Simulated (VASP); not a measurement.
Wanted: the native input for a VASP 6.6.1 run.

```
Task                   : equation of state
Functional             : r2SCAN
Potentials or basis    : VASP PAW PBE potentials, release 64 (Ga_d, P)
Cutoff                 : 370 eV
k mesh                 : 7 × 7 × 7
Occupations            : gaussian, width 0.03 eV
Spin                   : no spin polarisation
Tolerance level        : standard
Purpose                : equation of state
Eos scales             : [0.92, 0.96, 1.0, 1.04, 1.08]
Further INCAR settings : ALGO = Normal; EDIFF = 1e-06; NSW = 0
```

The structure of GaP lies in POSCAR.step2:

```
GaP
1.0
    0.0000000000      2.6884177822      2.6884177822
    2.6884177822      0.0000000000      2.6884177822
    2.6884177822      2.6884177822      0.0000000000
Ga P
1 1
Direct
    0.0000000000      0.0000000000      0.0000000000
    0.7500000000      0.7500000000      0.7500000000
```

The structure of GaP lies in POSCAR.step3:

```
GaP
1.0
    0.0000000000      2.7252500000      2.7252500000
    2.7252500000      0.0000000000      2.7252500000
    2.7252500000      2.7252500000      0.0000000000
Ga P
1 1
Direct
    0.0000000000      0.0000000000      0.0000000000
    0.7500000000      0.7500000000      0.7500000000
```

The structure of GaP lies in POSCAR.step4:

```
GaP
1.0
    0.0000000000      2.7611126653      2.7611126653
    2.7611126653      0.0000000000      2.7611126653
    2.7611126653      2.7611126653      0.0000000000
Ga P
1 1
Direct
    0.0000000000      0.0000000000      0.0000000000
    0.7500000000      0.7500000000      0.7500000000
```

The structure of GaP lies in POSCAR.step5:

```
GaP
1.0
    0.0000000000      2.7960671692      2.7960671692
    2.7960671692      0.0000000000      2.7960671692
    2.7960671692      2.7960671692      0.0000000000
Ga P
1 1
Direct
    0.0000000000      0.0000000000      0.0000000000
    0.7500000000      0.7500000000      0.7500000000
```

These files were run (other wordings do the same):

POSCAR.step1

```
GaP
1.0
    0.0000000000      2.6505476987      2.6505476987
    2.6505476987      0.0000000000      2.6505476987
    2.6505476987      2.6505476987      0.0000000000
Ga P
1 1
Direct
    0.0000000000      0.0000000000      0.0000000000
    0.7500000000      0.7500000000      0.7500000000
```

INCAR

```
SYSTEM = GaP
METAGGA  = R2SCAN         ! meta-GGA
ISMEAR   = 0              ! smearing method
SIGMA    = 0.03           ! smearing width, eV
LWAVE    = .FALSE.        ! write WAVECAR
LCHARG   = .FALSE.        ! write CHGCAR
ISIF     = 2              ! what is computed and relaxed
NSW      = 0              ! ionic steps
PREC     = Accurate       ! precision mode
LASPH    = .TRUE.         ! aspherical terms in the spheres
LREAL    = .FALSE.        ! projectors in reciprocal space
ALGO     = Normal         ! electronic algorithm
EDIFF    = 1E-6           ! SCF threshold, eV
NELM     = 120            ! most SCF steps
GGA_COMPAT= .FALSE.      
ENCUT    = 370            ! plane-wave cutoff, eV
EFERMI   = MIDGAP       
LMIXTAU  = .TRUE.       
KPAR     = 2
```

KPOINTS

```
Automatic mesh
0
Gamma
  7 7 7
  0 0 0
```

Potentials or basis: VASP PAW PBE potentials, release 64 (Ga_d, P).

Command:

```console
$ cat potpaw_PBE.64/Ga_d/POTCAR potpaw_PBE.64/P/POTCAR > POTCAR
$ cp POSCAR.step1 POSCAR
$ mpirun -np 2 vasp_std > vasp.out
$ cp POSCAR.step2 POSCAR
$ mpirun -np 2 vasp_std > vasp.out
$ cp POSCAR.step3 POSCAR
$ mpirun -np 2 vasp_std > vasp.out
$ cp POSCAR.step4 POSCAR
$ mpirun -np 2 vasp_std > vasp.out
$ cp POSCAR.step5 POSCAR
$ mpirun -np 2 vasp_std > vasp.out
```

It gave:

```
Equilibrium volume                      : 20.26 Å³/atom
Bulk modulus                            : 89 GPa
Pressure derivative of the bulk modulus : 3.5 (rough: it moves with the points fitted)
```

Caveat: the PAW data sets were made with another functional, which shifts forces and pressure a little.

It took 92 s on 2 MPI ranks on Intel(R) Xeon(R) Platinum 8124M CPU @ 3.00GHz (Skylake/Cascade Lake), on a shared host, peak memory 0.14 GiB a rank.
